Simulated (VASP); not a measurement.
# In (I4/mmm) in VASP: further runs

In is run at these levels: PBE; tasks: single point.

Program: VASP 6.6.1. These are calculated values, not measurements. Logs are shortened: lines on timing, memory, paths and dates and some standing lists are left out, and cuts for length are marked.

### Step 1. The cell of the first run

It takes space group I4/mmm (No. 139, tetragonal). The conventional cell has a = 3.614 Å, b = 3.614 Å, c = 3.765 Å, α = 90.00°, β = 90.00°, γ = 90.00°. In (site symmetry 4/mmm) has 14 In at 3.17 to 3.77 Å within 4.2 Å.

### Step 2. Single point, PBE (strain -0.040 along x and y, +0.000 along z)

INCAR reads:

```
PREC = Accurate
ENCUT = 520
EDIFF = 1E-6
ISMEAR = 0
SIGMA = 0.15
LREAL = False
LASPH = True
NELM = 60
ALGO = Fast
ISIF = 2
LWAVE = False
LCHARG = True
GGA = PE
LELF = True
LVHAR = True
NBANDS = 12
```

KPOINTS reads:

```
Automatic mesh
0
Gamma
  18 18 18
```

POSCAR reads:

```
In
1.0
   -1.8072242304      1.8072242304      1.8825252400
    1.8072242304     -1.8072242304      1.8825252400
    1.8072242304      1.8072242304     -1.8825252400
In
1
Direct
    0.0000000000      0.0000000000      0.0000000000
```

Potentials or basis: VASP PAW PBE potentials, release 64 (In_d).

The run is started by

```sh
> cat potpaw_PBE.64/In_d/POTCAR > POTCAR
> mpirun -np 1 vasp_std > vasp.out
```

OUTCAR:

```text
PREC = Accurate
   ENCUT = 520
   EDIFF = 1E-6
   ISMEAR = 0
   LREAL = False
   LASPH = True
   NELM = 60
   ISIF = 2
   GGA = PE

 ion  position               nearest neighbor table
   1  0.000  0.000  0.000-

  LATTYP: Found a body centered tetragonal cell.
 ALAT       =     3.6144484608
 C/A-ratio  =     1.0416666667

  Lattice vectors:

 A1 = (  -1.8072242304,   1.8072242304,   1.8825252400)
 A2 = (   1.8072242304,  -1.8072242304,   1.8825252400)
 A3 = (   1.8072242304,   1.8072242304,  -1.8825252400)

Analysis of symmetry for initial positions (statically):
=====================================================================
 Subroutine PRICEL returns:
 Original cell was already a primitive cell.

 Routine SETGRP: Setting up the symmetry group for a
 body centered tetragonal supercell.

 Subroutine GETGRP returns: Found 16 space group operations
 (whereof 16 operations were pure point group operations)
 out of a pool of 16 trial point group operations.

The static configuration has the point symmetry D_4h.

Analysis of symmetry for dynamics (positions and initial velocities):
=====================================================================
 Subroutine PRICEL returns:
 Original cell was already a primitive cell.

 Routine SETGRP: Setting up the symmetry group for a
 body centered tetragonal supercell.

 Subroutine GETGRP returns: Found 16 space group operations
 (whereof 16 operations were pure point group operations)
 out of a pool of 16 trial point group operations.

The dynamic configuration has the point symmetry D_4h.

 Subroutine INISYM returns: Found 16 space group operations
 (whereof 16 operations are pure point group operations),
 and found     1 'primitive' translations

----------------------------------------------------------------------------------------

                                     Primitive cell

  volume of cell :      24.5938

  direct lattice vectors                    reciprocal lattice vectors
    -1.807224230  1.807224230  1.882525240     0.000000000  0.276667384  0.265600689
     1.807224230 -1.807224230  1.882525240     0.276667384  0.000000000  0.265600689
     1.807224230  1.807224230 -1.882525240     0.276667384  0.276667384  0.000000000

  length of vectors
     3.174274739  3.174274739  3.174274739     0.383521273  0.383521273  0.391266767

  position of ions in fractional coordinates (direct lattice)
     0.000000000  0.000000000  0.000000000

  ion indices of the primitive-cell ions
[... 82 lines left out ...]
   POTIM  = 0.5000    time-step for ionic-motion
   TEBEG  =    0.0;   TEEND  =   0.0 temperature during run
   PSTRESS=    0.0 pullay stress
   NELECT =      13.0000    total number of electrons
   NUPDOWN=      -1.0000    fix difference up-down
   EMIN   =  10.00;   EMAX   =-10.00  energy-range for DOS
   EFERMI =   0.00;   METHOD = LEGACY
   ISMEAR =     0;   SIGMA  =   0.15  broadening in eV -4-tet -1-fermi 0-gaus
   EFERMI_NEDOS =   21; number of points for ismear=-14 and -15
   IALGO  =     68    algorithm
   IMIX   =      4    mixing-type and parameters
     AMIX     =   0.40;   BMIX     =  1.00
     AMIX_MAG =   1.60;   BMIX_MAG =  1.00
  volume/ion in A,a.u.               =      24.59       165.97
  Fermi-wavevector in a.u.,A,eV,Ry     =   1.323674  2.501381 23.838937  1.752112
  Thomas-Fermi vector in A             =   2.453265
   LORBIT       =      0    0 simple, 1 ext, 2 COOP (PROOUT), +10 PAW based schemes
   GGA     = PE    functional components
   LHFCALC =     F    Hartree Fock is set to
   AEXX    =    0.0000 exact exchange contribution
   IVDW    =     0    specifies the selected vdW correction
   LEPSILON=     F    determine dielectric tensor
   LRPA    =     F    only Hartree local field effects (RPA)
 non-spin polarized calculation
 RMM-DIIS sequential band-by-band and
 Gauss-broadening in eV      SIGMA  =   0.15
  energy-cutoff  :      520.00
  volume of cell :       24.59
 maximum number of plane-waves:       691
   NGX = 11   NGY = 11   NGZ = 11

 number of electron      12.9999997 magnetization

 Free energy of the ion-electron system (eV)
  ---------------------------------------------------
  ext. energy  EPLUGINS =         0.00000000
  ---------------------------------------------------
  free energy    TOTEN  =        -2.50282070 eV

  energy without entropy =       -2.49863182  energy(sigma->0) =       -2.50072626

 E-fermi :   8.2676     XC(G=0): -10.5523

 val. band max:        8.2359585588   @ k =  -0.3889   0.5000   0.2778
 cond. band min:       8.2736381287   @ k =  -0.3333   0.4444   0.0556
 fundamental gap:      0.0376795699
 Fermi energy:         8.2676095971

 k-point     1 :       0.0000    0.0000    0.0000
  band No.  band energies     occupation
      1      -6.5246      2.00000
      2      -6.5246      2.00000
      3      -6.4864      2.00000
      4      -6.2097      2.00000
      5      -6.1735      2.00000
      6      -1.7300      2.00000
      7      19.8308      0.00000
      8      20.1078      0.00000
      9      20.1078      0.00000
     10      21.0885      0.00000
     11      21.7572      0.00000
     12      21.7572      0.00000
[... 331 lines left out ...]
 k-point    24 :      -0.2222    0.0556   -0.0000
  band No.  band energies     occupation
      1      -6.5456      2.00000
      2      -6.5003      2.00000
      3      -6.3367      2.00000
      4      -6.2382      2.00000
      5      -6.1867      2.00000
      6      -0.7409      2.00000
      7      14.0252      0.00000
      8      16.9423      0.00000
      9      17.7443      0.00000
     10      20.4737      0.00000
     11      20.7626      0.00000
     12      21.3879      0.00000

 [... further k-points ...]

------------------------ aborting loop because EDIFF is reached ----------------------------------------

  FORCE on cell =-STRESS in cart. coord.  units (eV):
  Direction    XX          YY          ZZ          XY          YZ          ZX
  --------------------------------------------------------------------------------------
  -------------------------------------------------------------------------------------
  Total        0.8549570      0.8549570      0.8866010      0.0000000      0.0000000      0.0000000
  in kB       55.6967678     55.6967678     57.7582356      0.0000000      0.0000000      0.0000000
  external PRESSURE =      56.3839237 kB  Pullay stress =       0.0000000 kB

 VOLUME and BASIS-vectors are now :
 -----------------------------------------------------------------------------
  energy-cutoff  :      520.00
  volume of cell :       24.59
      direct lattice vectors                 reciprocal lattice vectors
    -1.807224230  1.807224230  1.882525240     0.000000000  0.276667384  0.265600689
     1.807224230 -1.807224230  1.882525240     0.276667384  0.000000000  0.265600689
     1.807224230  1.807224230 -1.882525240     0.276667384  0.276667384  0.000000000

 POSITION                                       TOTAL-FORCE (eV/Angst)
 -----------------------------------------------------------------------------------
      0.00000      0.00000      0.00000         0.000000      0.000000      0.000000
 -----------------------------------------------------------------------------------
    total drift:                                0.000000      0.000000      0.000000

  FREE ENERGIE OF THE ION-ELECTRON SYSTEM (eV)
  ---------------------------------------------------
  free  energy   TOTEN  =        -2.5028207038 eV

  energy  without entropy=       -2.4986318213  energy(sigma->0) =       -2.50072626
```

OSZICAR:

```text
N       E                     dE             d eps       ncg     rms          rms(c)
DAV:   1     0.787451188977E+02    0.78745E+02   -0.62653E+03 11688   0.139E+03
DAV:   2     0.120639082620E+01   -0.77539E+02   -0.75474E+02 12092   0.293E+02
DAV:   3    -0.245214054041E+01   -0.36585E+01   -0.36474E+01 13564   0.644E+01
DAV:   4    -0.253239453564E+01   -0.80254E-01   -0.80228E-01 14100   0.941E+00
DAV:   5    -0.253617748020E+01   -0.37829E-02   -0.37828E-02 15584   0.183E+00    0.261E+00
RMM:   6    -0.250885844454E+01    0.27319E-01   -0.31890E-02 14269   0.284E+00    0.139E+00
RMM:   7    -0.250303566307E+01    0.58228E-02   -0.13171E-02 13560   0.151E+00    0.280E-01
RMM:   8    -0.250274696117E+01    0.28870E-03   -0.17566E-03 15938   0.631E-01    0.688E-02
RMM:   9    -0.250280996050E+01   -0.62999E-04   -0.60674E-04 17841   0.258E-01    0.570E-02
RMM:  10    -0.250281340287E+01   -0.34424E-05   -0.16614E-04 16165   0.222E-01    0.720E-03
RMM:  11    -0.250281991732E+01   -0.65145E-05   -0.70301E-05 18263   0.880E-02    0.154E-02
RMM:  12    -0.250282115555E+01   -0.12382E-05   -0.12977E-05 16514   0.432E-02    0.375E-02
RMM:  13    -0.250282070382E+01    0.45173E-06   -0.45178E-06 13982   0.323E-02
   1 F= -.25028207E+01 E0= -.25007263E+01  d E =-.418888E-02
```

stdout:

```text
POSCAR found type information on POSCAR In
 POSCAR found :  1 types and       1 ions
 scaLAPACK will be used
 LDA part: xc-table for (Slater+PW92), standard interpolation
 POSCAR, INCAR and KPOINTS ok, starting setup
 FFT: planning ... GRIDC
 FFT: planning ... GRID_SOFT
 FFT: planning ... GRID
 WAVECAR not read
 entering main loop
WARNING in EDDRMM: call to ZHEGV failed, returncode =   6  3     10
WARNING in EDDRMM: call to ZHEGV failed, returncode =   6  3     10
WARNING in EDDRMM: call to ZHEGV failed, returncode =   6  3     11
WARNING in EDDRMM: call to ZHEGV failed, returncode =   8  4     11
WARNING in EDDRMM: call to ZHEGV failed, returncode =   8  4     12
WARNING in EDDRMM: call to ZHEGV failed, returncode =   8  4     12
WARNING in EDDRMM: call to ZHEGV failed, returncode =   6  3     11
```

Wall time 38 s (1 thread of Intel Xeon 6975P-C (Granite Rapids), shared host); peak memory 0.24 GiB.

Results:

- Free energy: -2.5028 eV
- Pressure: 5.6 GPa

Levels at points of the mesh, in eV from the Fermi level:
```
           k point  band 3  band 4  band 5  band 6  band 7  band 8  band 9  band 10
(0.00, 0.00, 0.00)  -14.75  -14.48  -14.44  -10.00   11.56   11.84   11.84    12.82
(0.50, 0.00, 0.00)  -14.50  -14.45  -14.26   -4.04   -3.52    6.42    7.80    10.68
(0.50, 0.50, 0.00)  -14.45  -14.44  -14.25   -3.72   -3.37    5.81    7.06    10.00
(0.50, 0.50, 0.50)  -14.31  -14.30  -14.30    0.67    1.40    1.54    1.54     5.24
```

Caveat: the cell differs from its parent crystal (strain -0.040 along x and y, +0.000 along z); spin-orbit coupling is left out, which moves the levels of the heavy elements.

[end of part 1 of 2]
